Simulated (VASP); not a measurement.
NdAs3Pb2, 6 atoms in the cell. It takes space group P6/mmm (No. 191, hexagonal). The conventional cell has a = 6.767 Å, b = 6.767 Å, c = 3.804 Å, α = 90.00°, β = 90.00°, γ = 120.00°. Within 5.0 Å of Nd (site symmetry 6/mmm) lie 2 Nd at 3.80 Å and 12 As at 3.88 Å and 6 Pb at 3.91 Å. Within 3.6 Å of As (site symmetry mmm) lie 4 Pb at 2.73 Å and 4 As at 3.38 Å. Pb (site symmetry -6m2) has 6 As at 2.73 Å within 3.6 Å. The cell was built from a structure type or drawn by symmetry, and may not be a known phase.

| Property | Result |
| --- | --- |
| Program | VASP 6.6.1 |
| Task | single point |
| Functional | PBE |
| Potentials or basis | VASP PAW PBE potentials, release 64 (Nd_3, As, Pb_d), 4f in core |
| Cutoff | 500 eV |
| k mesh | 3 × 3 × 4 |
| Occupations | gaussian, width 0.1 eV |
| Spin | no spin polarisation |
| Dipole correction | no |
| Mended | yes |
| Further INCAR settings | ALGO = Normal; EDIFF = 1e-06; NBANDS = 36 |

Potentials or basis: VASP PAW PBE potentials, release 64 (Nd_3, As, Pb_d), 4f in core.

Command:

```console
$ cat potpaw_PBE.64/Nd_3/POTCAR potpaw_PBE.64/As/POTCAR potpaw_PBE.64/Pb_d/POTCAR > POTCAR
$ mpirun -np 1 vasp_std > vasp.out
```

Hardware: 1 thread of Intel(R) Xeon(R) 6975P-C (Granite Rapids), on a shared host.

Estimate the wall time of this run.

It took 28 s on 1 thread of Intel(R) Xeon(R) 6975P-C (Granite Rapids), with other jobs on the host, peak memory 0.26 GiB. Counts: scf iterations 14, k points 9.
